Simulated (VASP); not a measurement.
A run of VASP 6.6.1:

INCAR

```
SYSTEM = Hf
PREC = Accurate ; ENCUT = 520
EDIFF = 1E-6 ; ISMEAR = 0
SIGMA = 0.1 ; LREAL = .False.
LASPH = .True. ; NELM = 100
ALGO = Normal ; ISIF = 2
LWAVE = .False. ; LCHARG = .False.
NBANDS = 17
```

Contents of KPOINTS:

```
regular mesh
0
Gamma
  12 12 8
  0 0 0
```

File POSCAR:

```
Hf
1.0
    3.1181299126      0.0000000028      0.0000000000
   -1.5590649587      2.7003797152      0.0000000000
    0.0000000000      0.0000000000      4.9468960064
Hf
2
Direct
    0.3333333333      0.6666666667      0.2500000000
    0.6666666667      0.3333333333      0.7500000000
```

Potentials or basis: VASP PAW LDA potentials, release 64 (Hf_pv).

Run with:

```console
$ cat potpaw_LDA.64/Hf_pv/POTCAR > POTCAR
$ mpirun -np 1 vasp_std > vasp.out
```

Hardware: 1 thread of Intel(R) Xeon(R) 6975P-C (Granite Rapids) (shared host).

Task: Estimate the wall time of this run.

Result: Wall time 25 s on 1 thread of Intel(R) Xeon(R) 6975P-C (Granite Rapids), on a shared host, peak memory 0.17 GiB. Counts: scf iterations 12, k points 95.
